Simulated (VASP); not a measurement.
Runs of VASP 6.6.1 on Zn. The structure is that of space group Pm-3m (No. 221), or close to it. The cells are those of the table. 

| cell | k mesh | gap on the mesh (eV) | pressure (GPa) |
| --- | --- | --- | --- |
| a = 2.589 Å, 1 atom | 13 × 13 × 13 | none | 4.6 |
| a = 2.765 Å, 1 atom | 13 × 13 × 13 | none | (b) |
| a = 2.662 Å, 1 atom | 19 × 19 × 19 | none | 0.2 |
| a = 2.626 Å, 1 atom | 13 × 13 × 13 | none | 2.2 |
| a = 2.731 Å, 1 atom | 13 × 13 × 13 | none | -2.5 |
| a = 2.551 Å, 1 atom | 13 × 13 × 13 | none | 7.8 |
| a = 2.697 Å, 1 atom | 13 × 13 × 13 | none | (a) |
| a = 2.662 Å, 1 atom | 13 × 13 × 13 | none | 0.2 |

Alike in all rows: task single point; level revPBE; potentials or basis VASP PAW PBE potentials, release 64 (Zn); no spin polarisation; cutoff (eV) 520; smearing fermi-dirac 0.1 eV.

Task: Fill in the values left out.

Result: (a) -1.3; (b) -3.3.

Caveats: the PAW data sets were made with another functional, which shifts forces and pressure a little.

A gap of «none» marks levels without a gap at the run's occupations.
